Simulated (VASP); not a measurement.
Here is a VASP 6.6.1 calculation.

The input INCAR:

```
SYSTEM = KF
ALGO     = Normal         ! electronic algorithm
EDIFF    = 1E-6           ! SCF threshold, eV
ENCUT    = 520            ! plane-wave cutoff, eV
GGA      = PE             ! functional
ISIF     = 2              ! what is computed and relaxed
ISMEAR   = 0              ! smearing method
LASPH    = .TRUE.         ! aspherical terms in the spheres
LCHARG   = .FALSE.        ! write CHGCAR
LREAL    = .FALSE.        ! projectors in reciprocal space
LWAVE    = .FALSE.        ! write WAVECAR
NBANDS   = 15             ! bands
NELM     = 80             ! most SCF steps
PREC     = Accurate       ! precision mode
SIGMA    = 0.05           ! smearing width, eV
```

Contents of KPOINTS:

```
k-points
0
G
  8 8 8
  0 0 0
```

File POSCAR:

```
KF
1.0
   -0.0294891967      2.7525104877      2.7525104877
    2.7525104877     -0.0294891967      2.7525104877
    2.7525104877      2.7525104877     -0.0294891967
K F
1 1
Direct
    0.0000000000      0.0000000000      0.0000000000
    0.5000000000      0.5000000000      0.5000000000
```

Potentials or basis: VASP PAW PBE potentials, release 64 (K_sv, F).

Launch:

```console
$ cat potpaw_PBE.64/K_sv/POTCAR potpaw_PBE.64/F/POTCAR > POTCAR
$ mpirun -np 1 vasp_std > vasp.out
```

(1) Estimate the band gap on the k mesh.

(2) Predict the pressure.

Results:

(1) 5.64 eV.

(2) -1.6 GPa.
